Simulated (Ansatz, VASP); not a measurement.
Ni3GeC: VASP beside Ansatz

INCAR

```
  ALGO = Normal
  EDIFF = 1E-7
  ENCUT = 520
  GGA = PS
  ISIF = 2
  ISMEAR = -1
  ISPIN = 2
  LASPH = T
  LCHARG = T
  LELF = T
  LMAXMIX = 4
  LORBIT = 11
  LREAL = F
  LVHAR = T
  LWAVE = F
  MAGMOM = 1 1 1 0 0
  NBANDS = 36
  NELM = 150
  PREC = Accurate
  SIGMA = 0.05
```

The input KPOINTS:

```
k-points
0
Gamma
  5 5 5
```

The input POSCAR:

```
Ni3GeC
1.0
    3.8087090000      0.0000000000      0.0000000000
    0.0000000000      3.8087090000      0.0000000000
    0.0000000000      0.0000000000      3.8087090000
Ni Ge C
3 1 1
Direct
    0.0000000000      0.5000000000      0.5000000000
    0.5000000000      0.5000000000      0.0000000000
    0.5000000000      0.0000000000      0.5000000000
    0.0131278079      0.0000000000      0.0000000000
    0.5000000000      0.5000000000      0.5000000000
```

Input for Ansatz:

```yaml
crystal:
  lattice:
    - [3.808709, 0.0, 0.0]
    - [0.0, 3.808709, 0.0]
    - [0.0, 0.0, 3.808709]
  atoms:
    - { symbol: Ni, position: [0.0, 0.5, 0.5] }
    - { symbol: Ni, position: [0.5, 0.5, 0.0] }
    - { symbol: Ni, position: [0.5, 0.0, 0.5] }
    - { symbol: Ge, position: [0.013127807874006657, 0.0, 0.0] }
    - { symbol: C, position: [0.5, 0.5, 0.5] }
kpoints:
  mp_grid:
    grid: [5, 5, 5]
hamiltonian:
  xc: pbesol
magnetization:
  spin_polarized: true
  per_species:
    Ni: 1.0
scf:
  occupations:
    method: fermi_dirac
    width: 0.05
output:
  forces: true
```

Alike in both runs: task single point; functional PBEsol; k mesh 5 × 5 × 5; occupations fermi-dirac, width 0.05 eV; collinear spin.

```csv
,VASP,Ansatz
version,VASP 6.6.1,Ansatz 0.2.0
potentials or method,"VASP PAW PBE potentials, release 64 (Ni, Ge_d, C)","plane waves, PAW"
plane-wave cutoff (eV),520,420
valence electrons in the cell,48,72
```

VASP gave:

| Item | Value |
| --- | --- |
| rms of the force components (eV/Å) | 0.036 |
| net moment per atom (μB) | 0.00 |

Q: Estimate Ansatz's values.

A: rms of the force components (eV/Å): 0.035; net moment per atom (μB): 0.00.

VASP's potentials were made for PBE, not for PBEsol. Atom by atom the forces differ by 0.001 eV/Å (rms over components). The functional is the same, so the differences come from potentials, cutoffs and numerics. VASP's potentials hold 48 valence electrons a cell and Ansatz's 72, so a difference there can come from the potentials and not from the codes. Ansatz's warnings: seeded moment not kept.
